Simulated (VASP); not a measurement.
# IrPt2 (P4/nmm) in VASP: relaxation of cell and atoms with PBE

Aim: the relaxation of cell and atoms of IrPt2 with PBE.

All numbers are computed with VASP 6.6.1; they aren't measurements. Logs are shortened: lines on timing, memory, paths and dates and some standing lists are left out, and cuts for length are marked.

### Step 1. The cell of the first run

Symmetry: P4/nmm, No. 129, tetragonal system. Conventional cell: a = 2.772 Å, b = 2.772 Å, c = 11.897 Å, α = 90.00°, β = 90.00°, γ = 90.00°. Within 3.5 Å of Ir (site symmetry 4mm) lie 8 Ir at 2.67 to 2.77 Å and 4 Pt at 2.79 Å. Within 3.7 Å of Pt (site symmetry 4mm) lie 12 Pt at 2.77 to 2.83 Å. Pt (site symmetry 4mm) has 13 Pt at 2.77 to 4.09 Å and 5 Ir at 2.79 to 3.79 Å within 4.1 Å.

### Step 2. Relaxation of cell and atoms, PBE

INCAR reads:

```
SYSTEM = IrPt2
ALGO = Normal
EDIFF = 1E-7
EDIFFG = -0.01
ENCUT = 500
GGA = PE
GGA_COMPAT = .FALSE.
IBRION = 2
ISIF = 3
ISMEAR = 0
LASPH = .TRUE.
LCHARG = .FALSE.
LREAL = .FALSE.
LWAVE = .FALSE.
NELM = 120
NELMIN = 4
NSW = 100
PREC = Accurate
SIGMA = 0.1
```

KPOINTS reads:

```
k-points
0
G
  12 12 4
  0 0 0
```

POSCAR reads:

```
IrPt2
1.0
    2.7723192290      0.0000000000      0.0000000000
    0.0000000000      2.7723192290      0.0000000000
    0.0000000000      0.0000000000     11.8965941163
Ir Pt
2 4
Direct
    0.0000000000      0.5000000000      0.9240830348
    0.5000000000      0.0000000000      0.0759169652
    0.0000000000      0.5000000000      0.5858044920
    0.5000000000      0.0000000000      0.4141955080
    0.0000000000      0.5000000000      0.2423066993
    0.5000000000      0.0000000000      0.7576933007
```

Potentials or basis: VASP PAW PBE potentials, release 64 (Ir, Pt).

Started as:

```sh
$ cat potpaw_PBE.64/Ir/POTCAR potpaw_PBE.64/Pt/POTCAR > POTCAR
$ mpirun -np 1 vasp_std > vasp.out
```

OUTCAR:

```text
SYSTEM = IrPt2
   EDIFF = 1E-7
   EDIFFG = -0.01
   ENCUT = 500
   GGA = PE
   IBRION = 2
   ISIF = 3
   ISMEAR = 0
   LASPH = .TRUE.
   LREAL = .FALSE.
   NELM = 120
   NELMIN = 4
   NSW = 100
   PREC = Accurate

 ion  position               nearest neighbor table
   1  0.000  0.500  0.924-   2 2.67   2 2.67   2 2.67   2 2.67   6 2.79   6 2.79   6 2.79   6 2.79

   2  0.500  0.000  0.076-   1 2.67   1 2.67   1 2.67   1 2.67   5 2.79   5 2.79   5 2.79   5 2.79

   3  0.000  0.500  0.586-   4 2.83   4 2.83   4 2.83   4 2.83   6 2.83   6 2.83   6 2.83   6 2.83

   4  0.500  0.000  0.414-   3 2.83   3 2.83   3 2.83   3 2.83   5 2.83   5 2.83   5 2.83   5 2.83

   5  0.000  0.500  0.242-   2 2.79   2 2.79   2 2.79   2 2.79   4 2.83   4 2.83   4 2.83   4 2.83

   6  0.500  0.000  0.758-   1 2.79   1 2.79   1 2.79   1 2.79   3 2.83   3 2.83   3 2.83   3 2.83

  LATTYP: Found a simple tetragonal cell.
 ALAT       =     2.7723192290
 C/A-ratio  =     4.2912064353

  Lattice vectors:

 A1 = (   2.7723192290,   0.0000000000,   0.0000000000)
 A2 = (   0.0000000000,   2.7723192290,   0.0000000000)
 A3 = (   0.0000000000,   0.0000000000,  11.8965941163)

Analysis of symmetry for initial positions (statically):
=====================================================================
 Subroutine PRICEL returns:
 Original cell was already a primitive cell.

 Routine SETGRP: Setting up the symmetry group for a
 simple tetragonal supercell.

 Subroutine GETGRP returns: Found 16 space group operations
 (whereof  8 operations were pure point group operations)
 out of a pool of 16 trial point group operations.

The static configuration has the point symmetry D_2d.
 The point group associated with its full space group is D_4h.

Analysis of symmetry for dynamics (positions and initial velocities):
=====================================================================
 Subroutine PRICEL returns:
 Original cell was already a primitive cell.

 Routine SETGRP: Setting up the symmetry group for a
 simple tetragonal supercell.

 Subroutine GETGRP returns: Found 16 space group operations
 (whereof  8 operations were pure point group operations)
 out of a pool of 16 trial point group operations.

The dynamic configuration has the point symmetry D_2d.
 The point group associated with its full space group is D_4h.

 Subroutine INISYM returns: Found 16 space group operations
 (whereof  8 operations are pure point group operations),
 and found     1 'primitive' translations

----------------------------------------------------------------------------------------

                                     Primitive cell

  volume of cell :      91.4343

  direct lattice vectors                    reciprocal lattice vectors
     2.772319229  0.000000000  0.000000000     0.360708821  0.000000000  0.000000000
     0.000000000  2.772319229  0.000000000     0.000000000  0.360708821  0.000000000
     0.000000000  0.000000000 11.896594116     0.000000000  0.000000000  0.084057671

  length of vectors
     2.772319229  2.772319229 11.896594116     0.360708821  0.360708821  0.084057671

  position of ions in fractional coordinates (direct lattice)
     0.000000000  0.500000000  0.924083035
     0.500000000  0.000000000  0.075916965
     0.000000000  0.500000000  0.585804492
     0.500000000  0.000000000  0.414195508
     0.000000000  0.500000000  0.242306699
     0.500000000  0.000000000  0.757693301

  ion indices of the primitive-cell ions
   primitive index   ion index
                 1           1
                 2           2
                 3           3
                 4           4
                 5           5
                 6           6

----------------------------------------------------------------------------------------

 KPOINTS: k-points

Automatic generation of k-mesh.
 Grid dimensions read from file:
 generate k-points for:   12   12    4

 Generating k-lattice:

  Cartesian coordinates                     Fractional coordinates (reciprocal lattice)
     0.030059068  0.000000000  0.000000000     0.083333333  0.000000000  0.000000000
     0.000000000  0.030059068  0.000000000     0.000000000  0.083333333  0.000000000
     0.000000000  0.000000000  0.021014418     0.000000000  0.000000000  0.250000000

  Length of vectors
     0.030059068  0.030059068  0.021014418

  Shift w.r.t. Gamma in fractional coordinates (k-lattice)
     0.000000000  0.000000000  0.000000000

 Subroutine IBZKPT returns following result:
 ===========================================

 Found     84 irreducible k-points:

 Following reciprocal coordinates:
            Coordinates               Weight
  0.000000  0.000000  0.000000      1.000000
  0.083333  0.000000  0.000000      4.000000
  0.166667  0.000000  0.000000      4.000000
  0.250000  0.000000  0.000000      4.000000
  0.333333  0.000000  0.000000      4.000000
  0.416667  0.000000  0.000000      4.000000
[... 16 lines left out ...]
  0.333333  0.333333  0.000000      4.000000
  0.416667  0.333333  0.000000      8.000000
 [... further k-points ...]
   k-points           NKPTS =     84   k-points in BZ     NKDIM =     84   number of bands    NBANDS=     34
   number of dos      NEDOS =    301   number of ions     NIONS =      6
   total plane-waves  NPLWV =  36000
   dimension x,y,z NGX =    20 NGY =   20 NGZ =   90
   dimension x,y,z NGXF=    40 NGYF=   40 NGZF=  180
   ions per type =               2   4
   NGX,Y,Z   is equivalent  to a cutoff of  11.99, 11.99, 12.58 a.u.
   NGXF,Y,Z  is equivalent  to a cutoff of  23.99, 23.99, 25.15 a.u.
 SYSTEM =  IrPt2
   PREC   = accura    normal or accurate (medium, high low for compatibility)
   ISTART =      0    job   : 0-new  1-cont  2-samecut
   ICHARG =      2    charge: 1-file 2-atom 10-const
   ISPIN  =      1    spin polarized calculation?
   LNONCOLLINEAR =      F non collinear calculations
   LSORBIT =      F    spin-orbit coupling
   LASPH  =      T    aspherical Exc in radial PAW
   ENCUT  =  500.0 eV  36.75 Ry    6.06 a.u.   5.05  5.05 21.69*2*pi/ulx,y,z
   NELM   =    120;   NELMIN=  4; NELMDL= -5     # of ELM steps
   EDIFF  = 0.1E-06   stopping-criterion for ELM
   LREAL  =      F    real-space projection
   EDIFFG = -.1E-01   stopping-criterion for IOM
   NSW    =    100    number of steps for IOM
   IBRION =      2    ionic relax: 0-MD 1-quasi-New 2-CG
   NFREE  =      1    steps in history (QN), initial steepest desc. (CG)
   ISIF   =      3    stress and relaxation
   ISYM   =      2    0-nonsym 1-usesym 2-fastsym
   POTIM  = 0.5000    time-step for ionic-motion
   TEBEG  =    0.0;   TEEND  =   0.0 temperature during run
   PSTRESS=    0.0 pullay stress
   NELECT =      58.0000    total number of electrons
   NUPDOWN=      -1.0000    fix difference up-down
   EMIN   =  10.00;   EMAX   =-10.00  energy-range for DOS
   EFERMI =   0.00;   METHOD = LEGACY
   ISMEAR =     0;   SIGMA  =   0.10  broadening in eV -4-tet -1-fermi 0-gaus
   EFERMI_NEDOS =   21; number of points for ismear=-14 and -15
   IALGO  =     38    algorithm
   IMIX   =      4    mixing-type and parameters
     AMIX     =   0.40;   BMIX     =  1.00
     AMIX_MAG =   1.60;   BMIX_MAG =  1.00
  volume/ion in A,a.u.               =      15.24       102.84
  Fermi-wavevector in a.u.,A,eV,Ry     =   1.406634  2.658153 26.920750  1.978619
  Thomas-Fermi vector in A             =   2.528975
   LORBIT       =      0    0 simple, 1 ext, 2 COOP (PROOUT), +10 PAW based schemes
   GGA     = PE    functional components
   LHFCALC =     F    Hartree Fock is set to
   AEXX    =    0.0000 exact exchange contribution
   IVDW    =     0    specifies the selected vdW correction
   LEPSILON=     F    determine dielectric tensor
   LRPA    =     F    only Hartree local field effects (RPA)
 conjugate gradient relaxation of ions
 non-spin polarized calculation
 Gauss-broadening in eV      SIGMA  =   0.10
  energy-cutoff  :      500.00
  volume of cell :       91.43
 maximum number of plane-waves:      2350
   NGX = 11   NGY = 11   NGZ = 43

--------------------------------------- Ionic step        1  -------------------------------------------

 number of electron      58.0000000 magnetization

 Free energy of the ion-electron system (eV)
  ---------------------------------------------------
  ext. energy  EPLUGINS =         0.00000000
  ---------------------------------------------------
  free energy    TOTEN  =       -42.05661114 eV

  energy without entropy =      -42.01447374  energy(sigma->0) =      -42.03554244

------------------------ aborting loop because EDIFF is reached ----------------------------------------

  FORCE on cell =-STRESS in cart. coord.  units (eV):
  Direction    XX          YY          ZZ          XY          YZ          ZX
  --------------------------------------------------------------------------------------
  -------------------------------------------------------------------------------------
  Total        0.0674923      0.0674923      0.5849944      0.0000000      0.0000000      0.0000000
  in kB        1.1826482      1.1826482     10.2506915      0.0000000      0.0000000      0.0000000
  external PRESSURE =       4.2053293 kB  Pullay stress =       0.0000000 kB

 VOLUME and BASIS-vectors are now :
 -----------------------------------------------------------------------------
  energy-cutoff  :      500.00
  volume of cell :       91.43
      direct lattice vectors                 reciprocal lattice vectors
     2.772319229  0.000000000  0.000000000     0.360708821  0.000000000  0.000000000
     0.000000000  2.772319229  0.000000000     0.000000000  0.360708821  0.000000000
     0.000000000  0.000000000 11.896594116     0.000000000  0.000000000  0.084057671
[... 121 lines left out ...]
 POSITION                                       TOTAL-FORCE (eV/Angst)
 -----------------------------------------------------------------------------------
      0.00000      1.38234     10.99963         0.000000      0.000000      0.097141
      1.38234      2.76468      0.92073        -0.000000      0.000000     -0.097141
      0.00000      1.38234      6.98070         0.000000     -0.000000      0.014355
      1.38234      0.00000      4.93966        -0.000000      0.000000     -0.014355
      0.00000      1.38234      2.88525         0.000000     -0.000000      0.048536
      1.38234      2.76468      9.03511        -0.000000     -0.000000     -0.048536
 -----------------------------------------------------------------------------------
    total drift:                               -0.000000     -0.000000     -0.000000

  FREE ENERGIE OF THE ION-ELECTRON SYSTEM (eV)
  ---------------------------------------------------
  free  energy   TOTEN  =       -42.0591315823 eV

  energy  without entropy=      -42.0176815653  energy(sigma->0) =      -42.03840657

--------------------------------------- Ionic step        5  -------------------------------------------

 number of electron      58.0000000 magnetization

 Free energy of the ion-electron system (eV)
  ---------------------------------------------------
  ext. energy  EPLUGINS =         0.00000000
  ---------------------------------------------------
  free energy    TOTEN  =       -42.06110283 eV

  energy without entropy =      -42.01925273  energy(sigma->0) =      -42.04017778

 E-fermi :  10.4430     XC(G=0): -13.4577

 val. band max:       10.4382054421   @ k =   0.4167   0.0833   0.5000
 cond. band min:      10.4480438552   @ k =   0.3333   0.0833   0.0000
 fundamental gap:      0.0098384131
 Fermi energy:        10.4430132064

 k-point     1 :       0.0000    0.0000    0.0000
  band No.  band energies     occupation
      1       0.1332      2.00000
      2       1.6580      2.00000
      3       1.6814      2.00000
      4       3.1934      2.00000
      5       3.6409      2.00000
      6       3.6981      2.00000
[... 877 lines left out ...]
     33      13.6468      0.00000
     34      14.8754      0.00000

 [... further k-points ...]

------------------------ aborting loop because EDIFF is reached ----------------------------------------

  FORCE on cell =-STRESS in cart. coord.  units (eV):
  Direction    XX          YY          ZZ          XY          YZ          ZX
  --------------------------------------------------------------------------------------
  -------------------------------------------------------------------------------------
  Total        0.0030400      0.0030400      0.0342357      0.0000000      0.0000000      0.0000000
  in kB        0.0532295      0.0532295      0.5994480      0.0000000      0.0000000      0.0000000
  external PRESSURE =       0.2353023 kB  Pullay stress =       0.0000000 kB

 VOLUME and BASIS-vectors are now :
 -----------------------------------------------------------------------------
  energy-cutoff  :      500.00
  volume of cell :       91.50
      direct lattice vectors                 reciprocal lattice vectors
     2.769957736  0.000000000  0.000000000     0.361016339  0.000000000 -0.000000000
     0.000000000  2.769957736  0.000000000     0.000000000  0.361016339  0.000000000
     0.000000000  0.000000000 11.925906325    -0.000000000  0.000000000  0.083851069

 POSITION                                       TOTAL-FORCE (eV/Angst)
 -----------------------------------------------------------------------------------
      2.76996      1.38498     11.00896         0.000000     -0.000000      0.000942
      1.38498      0.00000      0.91695        -0.000000      0.000000     -0.000942
      2.76996      1.38498      6.98465        -0.000000     -0.000000     -0.002630
      1.38498      0.00000      4.94126         0.000000      0.000000      0.002630
      2.76996      1.38498      2.88747         0.000000      0.000000      0.009453
      1.38498      0.00000      9.03843        -0.000000     -0.000000     -0.009453
 -----------------------------------------------------------------------------------
    total drift:                               -0.000000      0.000000     -0.000000

  FREE ENERGIE OF THE ION-ELECTRON SYSTEM (eV)
  ---------------------------------------------------
  free  energy   TOTEN  =       -42.0611028305 eV

  energy  without entropy=      -42.0192527323  energy(sigma->0) =      -42.04017778

 reached required accuracy - stopping structural energy minimisation
```

It took 6.9 min on 1 thread of AMD EPYC 9R45 (Zen 5), shared host; peak memory 0.32 GiB.

Results:

- Free energy: -42.0611 eV
- Relaxed volume: 15.25 Å³/atom
- Relaxed cell: a = 2.770 Å, b = 2.770 Å, c = 11.926 Å, α = 90.00°, β = 90.00°, γ = 90.00°
- Space group after relaxing (to 0.1 Å): P4/nmm (No. 129)
- Energy gained by relaxing: 0.7 meV/atom
- Ionic steps: 5
- Pressure after relaxing: 0.0 GPa
- Largest force after relaxing: 0.009 eV/Å
- Band gap on the k mesh: zero (bands 29 and 30 overlap by 2.06 eV)

Forces in eV/Å, atoms in the order of the input:
```
Ir   0.000  0.000  0.001
Ir   0.000  0.000 -0.001
Pt   0.000  0.000 -0.003
Pt   0.000  0.000  0.003
Pt   0.000  0.000  0.009
Pt   0.000  0.000 -0.009
```

Step by step:
| step | energy change (eV) | largest force (eV/Å) | pressure (GPa) | volume (Å³) |
| --- | --- | --- | --- | --- |
| 1 | 0.0000 | 0.3168 | 0.42 | 91.43 |
| 2 | -0.0019 | 0.1184 | -1.42 | 91.96 |
| 3 | -0.0038 | 0.0560 | -0.67 | 91.74 |
| 4 | -0.0025 | 0.0971 | 1.19 | 91.11 |
| 5 | -0.0045 | 0.0095 | 0.02 | 91.50 |

Final structure:
```cif
data_structure
_symmetry_space_group_name_H-M 'P 1'
_symmetry_Int_Tables_number 1
_cell_length_a 2.7700
_cell_length_b 2.7700
_cell_length_c 11.9259
_cell_angle_alpha 90.000
_cell_angle_beta 90.000
_cell_angle_gamma 90.000
_cell_volume 91.50
loop_
_atom_site_label
_atom_site_type_symbol
_atom_site_fract_x
_atom_site_fract_y
_atom_site_fract_z
_atom_site_occupancy
Ir1 Ir 0.00000 0.50000 0.92311 1
Ir2 Ir 0.50000 0.00000 0.07689 1
Pt1 Pt 0.00000 0.50000 0.58567 1
Pt2 Pt 0.50000 0.00000 0.41433 1
Pt3 Pt 0.00000 0.50000 0.24212 1
Pt4 Pt 0.50000 0.00000 0.75788 1
```

Caveat: spin-orbit coupling is left out, which moves the levels of the heavy elements.
